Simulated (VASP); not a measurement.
# SiNi (P2_1/m) in VASP: single point with PBE

Aim: the single point of SiNi with PBE.

All numbers are computed with VASP 6.6.1; they aren't measurements. Logs are shortened: lines on timing, memory, paths and dates and some standing lists are left out, and cuts for length are marked.

### 1 The cell of the first run

Symmetry: P2_1/m, No. 11, monoclinic system. The conventional cell has a = 3.055 Å, b = 3.258 Å, c = 14.181 Å, α = 90.00°, β = 94.94°, γ = 90.00°. Si (site symmetry m) has 7 Ni at 2.35 to 2.99 Å and 6 Si at 2.68 to 3.06 Å within 3.1 Å. Within 3.1 Å of Si (site symmetry m) lie 6 Ni at 2.35 to 2.40 Å and 6 Si at 2.68 to 3.06 Å. Within 3.1 Å of Si (site symmetry m) lie 6 Ni at 2.35 to 2.40 Å and 6 Si at 2.68 to 3.06 Å. Ni (site symmetry m) has 4 Ni at 2.23 to 3.06 Å and 7 Si at 2.35 to 2.99 Å within 3.1 Å. Within 3.1 Å of Ni (site symmetry m) lie 6 Si at 2.35 to 2.40 Å and 6 Ni at 2.68 to 3.06 Å. Within 3.1 Å of Ni (site symmetry m) lie 6 Si at 2.35 to 2.40 Å and 6 Ni at 2.68 to 3.06 Å.

### 2 Single point, PBE (the part above a cut slid along it)

Contents of INCAR:

```
SYSTEM = SiNi
PREC = Accurate ; ENCUT = 520
EDIFF = 1E-6 ; ISMEAR = 0
SIGMA = 0.15 ; LREAL = .False.
LASPH = .True. ; NELM = 60
ALGO = Fast ; ISIF = 2
LWAVE = .False. ; LCHARG = .True.
GGA = PE ; LVHAR = .True.
NBANDS = 54 ; KPAR = 4
```

Contents of KPOINTS:

```
regular mesh
0
Gamma
  15 14 4
  0 0 0
```

Contents of POSCAR:

```
SiNi
1.0
   -3.0552835563      0.0000000000      0.0000000000
    0.0000000000     -3.2583147307      0.0000000000
   -1.2221134225      0.0000000000     14.1281698886
Si Ni
6 6
Direct
    0.4542356367      0.5000000000      0.1144109083
    0.3209023033      0.5000000000      0.4477442417
    0.1875689700      0.5000000000      0.7810775750
   -0.3542489700      0.0000000000      0.8856224250
   -0.0875823033      0.0000000000      0.2189557583
   -0.2209156367      0.0000000000      0.5522890917
    0.1210192027      0.5000000000      0.9474519933
    0.3876858693      0.5000000000      0.2807853267
    0.2543525360      0.5000000000      0.6141186600
   -0.0210325360      0.0000000000      0.0525813400
   -0.1543658693      0.0000000000      0.3859146733
   -0.2876992027      0.0000000000      0.7192480067
```

Potentials or basis: VASP PAW PBE potentials, release 64 (Si, Ni).

Command:

```bash
$ cat potpaw_PBE.64/Si/POTCAR potpaw_PBE.64/Ni/POTCAR > POTCAR
$ mpirun -np 4 vasp_std > vasp.out
```

OUTCAR:

```text
SYSTEM = SiNi
   PREC = Accurate
   ENCUT = 520
   EDIFF = 1E-6
   ISMEAR = 0
   LREAL = .False.
   LASPH = .True.
   NELM = 60
   ISIF = 2
   GGA = PE

 ion  position               nearest neighbor table
   1  0.454  0.500  0.114-   8 2.35  10 2.40  10 2.40  10 2.40  10 2.40   7 2.66   5 2.68   5 2.68
                             5 2.68   5 2.68   7 2.99
   2  0.321  0.500  0.448-   9 2.35   8 2.36  11 2.40  11 2.40  11 2.40  11 2.40   6 2.68   6 2.68
                             6 2.68   6 2.68
   3  0.188  0.500  0.781-   7 2.35   9 2.36  12 2.40  12 2.40  12 2.40  12 2.40   4 2.68   4 2.68
                             4 2.68   4 2.68
   4  0.646  0.000  0.886-  12 2.35   7 2.40   7 2.40   7 2.40   7 2.40  10 2.66   3 2.68   3 2.68
                             3 2.68   3 2.68  10 2.99
   5  0.912  0.000  0.219-  10 2.35  11 2.36   8 2.40   8 2.40   8 2.40   8 2.40   1 2.68   1 2.68
                             1 2.68   1 2.68
   6  0.779  0.000  0.552-  11 2.35  12 2.36   9 2.40   9 2.40   9 2.40   9 2.40   2 2.68   2 2.68
                             2 2.68   2 2.68
   7  0.121  0.500  0.947-  10 2.23  10 2.23   3 2.35   4 2.40   4 2.40   4 2.40   4 2.40   1 2.66
                             1 2.99
   8  0.388  0.500  0.281-   1 2.35   2 2.36   5 2.40   5 2.40   5 2.40   5 2.40  11 2.68  11 2.68
                            11 2.68  11 2.68
   9  0.254  0.500  0.614-   2 2.35   3 2.36   6 2.40   6 2.40   6 2.40   6 2.40  12 2.68  12 2.68
                            12 2.68  12 2.68
  10  0.979  0.000  0.053-   7 2.23   7 2.23   5 2.35   1 2.40   1 2.40   1 2.40   1 2.40   4 2.66
                             4 2.99
  11  0.846  0.000  0.386-   6 2.35   5 2.36   2 2.40   2 2.40   2 2.40   2 2.40   8 2.68   8 2.68
                             8 2.68   8 2.68
  12  0.712  0.000  0.719-   4 2.35   6 2.36   3 2.40   3 2.40   3 2.40   3 2.40   9 2.68   9 2.68
                             9 2.68   9 2.68

  LATTYP: Found a simple monoclinic cell.
 ALAT       =     3.0552835563
 B/A-ratio  =     1.0664524816
 C/A-ratio  =     4.6414444615
 COS(beta)  =    -0.0861800681

  Lattice vectors:

 A1 = (  -3.0552835563,   0.0000000000,   0.0000000000)
 A2 = (   0.0000000000,   3.2583147307,   0.0000000000)
 A3 = (   1.2221134225,   0.0000000000, -14.1281698886)

Analysis of symmetry for initial positions (statically):
=====================================================================
 Subroutine PRICEL returns:
 Original cell was already a primitive cell.

 Routine SETGRP: Setting up the symmetry group for a
 simple monoclinic supercell.

 Subroutine GETGRP returns: Found  4 space group operations
 (whereof  2 operations were pure point group operations)
 out of a pool of  4 trial point group operations.

The static configuration has the point symmetry C_1h.
 The point group associated with its full space group is C_2h.

Analysis of symmetry for dynamics (positions and initial velocities):
=====================================================================
 Subroutine PRICEL returns:
 Original cell was already a primitive cell.

 Routine SETGRP: Setting up the symmetry group for a
 simple monoclinic supercell.

 Subroutine GETGRP returns: Found  4 space group operations
 (whereof  2 operations were pure point group operations)
 out of a pool of  4 trial point group operations.

The dynamic configuration has the point symmetry C_1h.
 The point group associated with its full space group is C_2h.

 Subroutine INISYM returns: Found  4 space group operations
 (whereof  2 operations are pure point group operations),
 and found     1 'primitive' translations

----------------------------------------------------------------------------------------

                                     Primitive cell

  volume of cell :     140.6470

  direct lattice vectors                    reciprocal lattice vectors
    -3.055283556  0.000000000  0.000000000    -0.327301863  0.000000000 -0.028312230
     0.000000000 -3.258314731  0.000000000     0.000000000 -0.306907123  0.000000000
    -1.222113423  0.000000000 14.128169889     0.000000000  0.000000000  0.070780576

  length of vectors
     3.055283556  3.258314731 14.180928941     0.328524112  0.306907123  0.070780576

  position of ions in fractional coordinates (direct lattice)
     0.454235637  0.500000000  0.114410908
     0.320902303  0.500000000  0.447744242
     0.187568970  0.500000000  0.781077575
[... 30 lines left out ...]
 Grid dimensions read from file:
 generate k-points for:   15   14    4

 Generating k-lattice:

  Cartesian coordinates                     Fractional coordinates (reciprocal lattice)
    -0.021820124  0.000000000 -0.001887482     0.066666667  0.000000000  0.000000000
     0.000000000 -0.021921937  0.000000000     0.000000000  0.071428571  0.000000000
     0.000000000  0.000000000  0.017695144     0.000000000  0.000000000  0.250000000

  Length of vectors
     0.021901607  0.021921937  0.017695144

  Shift w.r.t. Gamma in fractional coordinates (k-lattice)
     0.000000000  0.000000000  0.000000000

 Subroutine IBZKPT returns following result:
 ===========================================

 Found    248 irreducible k-points:

 Following reciprocal coordinates:
            Coordinates               Weight
  0.000000  0.000000  0.000000      1.000000
  0.066667  0.000000 -0.000000      2.000000
  0.133333  0.000000  0.000000      2.000000
  0.200000  0.000000 -0.000000      2.000000
  0.266667  0.000000  0.000000      2.000000
  0.333333  0.000000  0.000000      2.000000
[... 16 lines left out ...]
  0.400000  0.142857 -0.000000      4.000000
  0.466667  0.142857  0.000000      4.000000
 [... further k-points ...]
   k-points           NKPTS =    248   k-points in BZ     NKDIM =    248   number of bands    NBANDS=     54
   number of dos      NEDOS =    301   number of ions     NIONS =     12
   total plane-waves  NPLWV =  62208
   dimension x,y,z NGX =    24 NGY =   24 NGZ =  108
   dimension x,y,z NGXF=    48 NGYF=   48 NGZF=  216
   ions per type =               6   6
   NGX,Y,Z   is equivalent  to a cutoff of  13.06, 12.25, 12.66 a.u.
   NGXF,Y,Z  is equivalent  to a cutoff of  26.12, 24.49, 25.32 a.u.
 SYSTEM =  SiNi
   PREC   = accura    normal or accurate (medium, high low for compatibility)
   ISTART =      0    job   : 0-new  1-cont  2-samecut
   ICHARG =      2    charge: 1-file 2-atom 10-const
   ISPIN  =      1    spin polarized calculation?
   LNONCOLLINEAR =      F non collinear calculations
   LSORBIT =      F    spin-orbit coupling
   LASPH  =      T    aspherical Exc in radial PAW
   ENCUT  =  520.0 eV  38.22 Ry    6.18 a.u.   5.68  6.06 26.37*2*pi/ulx,y,z
   NELM   =     60;   NELMIN=  2; NELMDL= -5     # of ELM steps
   EDIFF  = 0.1E-05   stopping-criterion for ELM
   LREAL  =      F    real-space projection
   EDIFFG = 0.1E-04   stopping-criterion for IOM
   NSW    =      0    number of steps for IOM
[... 5 lines left out ...]
   TEBEG  =    0.0;   TEEND  =   0.0 temperature during run
   PSTRESS=    0.0 pullay stress
   NELECT =      84.0000    total number of electrons
   NUPDOWN=      -1.0000    fix difference up-down
   EMIN   =  10.00;   EMAX   =-10.00  energy-range for DOS
   EFERMI =   0.00;   METHOD = LEGACY
   ISMEAR =     0;   SIGMA  =   0.15  broadening in eV -4-tet -1-fermi 0-gaus
   EFERMI_NEDOS =   21; number of points for ismear=-14 and -15
   IALGO  =     68    algorithm
   IMIX   =      4    mixing-type and parameters
     AMIX     =   0.40;   BMIX     =  1.00
     AMIX_MAG =   1.60;   BMIX_MAG =  1.00
  volume/ion in A,a.u.               =      11.72        79.09
  Fermi-wavevector in a.u.,A,eV,Ry     =   1.378662  2.605293 25.860711  1.900709
  Thomas-Fermi vector in A             =   2.503703
   LORBIT       =      0    0 simple, 1 ext, 2 COOP (PROOUT), +10 PAW based schemes
   GGA     = PE    functional components
   LHFCALC =     F    Hartree Fock is set to
   AEXX    =    0.0000 exact exchange contribution
   IVDW    =     0    specifies the selected vdW correction
   LEPSILON=     F    determine dielectric tensor
   LRPA    =     F    only Hartree local field effects (RPA)
 non-spin polarized calculation
 RMM-DIIS sequential band-by-band and
 Gauss-broadening in eV      SIGMA  =   0.15
  energy-cutoff  :      520.00
  volume of cell :      140.65
 maximum number of plane-waves:      3828
   NGX = 11   NGY = 13   NGZ = 53

 number of electron      84.0000040 magnetization

 Free energy of the ion-electron system (eV)
  ---------------------------------------------------
  ext. energy  EPLUGINS =         0.00000000
  ---------------------------------------------------
  free energy    TOTEN  =       -69.79191743 eV

  energy without entropy =      -69.74833993  energy(sigma->0) =      -69.77012868

 E-fermi :  11.0671     XC(G=0): -12.4162

 val. band max:       11.0657606979   @ k =  -0.1333   0.0000   0.2500
 cond. band min:      11.0681273497   @ k =  -0.4000   0.2143   0.2500
 fundamental gap:      0.0023666519
 Fermi energy:        11.0670964403

 k-point     1 :       0.0000    0.0000    0.0000
  band No.  band energies     occupation
      1      -2.6047      2.00000
      2      -2.1048      2.00000
      3      -2.0643      2.00000
      4       1.1550      2.00000
      5       1.2087      2.00000
      6       3.1763      2.00000
[... 1357 lines left out ...]
     53      15.2754      0.00000
     54      15.9304      0.00000

 [... further k-points ...]

------------------------ aborting loop because EDIFF is reached ----------------------------------------

  FORCE on cell =-STRESS in cart. coord.  units (eV):
  Direction    XX          YY          ZZ          XY          YZ          ZX
  --------------------------------------------------------------------------------------
  -------------------------------------------------------------------------------------
  Total       -1.2408026      5.0296351      2.6692689      0.0000000      0.0000000      2.1692167
  in kB      -14.1345769     57.2949836     30.4069210      0.0000000      0.0000000     24.7105873
  external PRESSURE =      24.5224425 kB  Pullay stress =       0.0000000 kB

 VOLUME and BASIS-vectors are now :
 -----------------------------------------------------------------------------
  energy-cutoff  :      520.00
  volume of cell :      140.65
      direct lattice vectors                 reciprocal lattice vectors
    -3.055283556  0.000000000  0.000000000    -0.327301863  0.000000000 -0.028312230
     0.000000000 -3.258314731  0.000000000     0.000000000 -0.306907123  0.000000000
    -1.222113423  0.000000000 14.128169889     0.000000000  0.000000000  0.070780576

 POSITION                                       TOTAL-FORCE (eV/Angst)
 -----------------------------------------------------------------------------------
     -1.52764     -1.62916      1.61642         0.060270      0.000000     -0.719381
     -1.52764     -1.62916      6.32581         0.004168      0.000000     -0.067501
     -1.52764     -1.62916     11.03520        -0.048269      0.000000      0.029355
     -3.05528      0.00000     12.51222        -0.060270      0.000000      0.719381
     -3.05528      0.00000      3.09344         0.048269      0.000000     -0.029355
     -3.05528      0.00000      7.80283        -0.004168      0.000000      0.067501
     -1.52764     -1.62916     13.38576        -0.657575      0.000000     -2.498293
     -1.52764     -1.62916      3.96698         0.043480      0.000000      0.185589
     -1.52764     -1.62916      8.67637        -0.019520      0.000000     -0.024767
     -3.05528      0.00000      0.74288         0.657575      0.000000      2.498293
     -3.05528      0.00000      5.45227         0.019520      0.000000      0.024767
     -3.05528      0.00000     10.16166        -0.043480      0.000000     -0.185589
 -----------------------------------------------------------------------------------
    total drift:                               -0.000028     -0.000000     -0.000015

  FREE ENERGIE OF THE ION-ELECTRON SYSTEM (eV)
  ---------------------------------------------------
  free  energy   TOTEN  =       -69.7919174317 eV

  energy  without entropy=      -69.7483399278  energy(sigma->0) =      -69.77012868
```

It took 23 min on 4 MPI ranks of Oxide Virtual Turin-like, shared host; peak memory 1.2 GiB.

What came out:

- Free energy: -69.7919 eV
- Pressure: 2.5 GPa
- Largest force: 2.583 eV/Å
- Band gap on the k mesh: zero (bands 42 and 43 overlap by 2.33 eV)

Forces on the atoms (eV/Å):
```
Si   0.060  0.000 -0.719
Si   0.004  0.000 -0.068
Si  -0.048  0.000  0.029
Si  -0.060  0.000  0.719
Si   0.048  0.000 -0.029
Si  -0.004  0.000  0.068
Ni  -0.658  0.000 -2.498
Ni   0.043  0.000  0.186
Ni  -0.020  0.000 -0.025
Ni   0.658  0.000  2.498
Ni   0.020  0.000  0.025
Ni  -0.043  0.000 -0.186
```

Levels at points of the mesh, in eV from the Fermi level:
```tsv
k point	band 40	band 41	band 42	band 43	band 44	band 45
(0.00, 0.00, 0.00)	0.52	0.66	0.68	0.95	1.11	2.39
(0.00, 0.50, 0.00)	-1.83	-1.60	-1.60	1.48	1.48	3.73
(0.00, 0.00, 0.50)	-0.35	0.72	1.53	1.75	1.82	2.23
(0.00, 0.50, 0.50)	-1.86	-1.59	-1.59	2.01	2.01	2.26
```

Caveat: the cell differs from its parent crystal (the part above a cut slid along it); the stress differs along the axes, from -1 to 6 GPa; forces of over 1 eV/Å act on the atoms, so gaps and moduli don't describe the material at rest. Spin polarisation is off, so any magnetic state and its effect on volume and gap are missing.
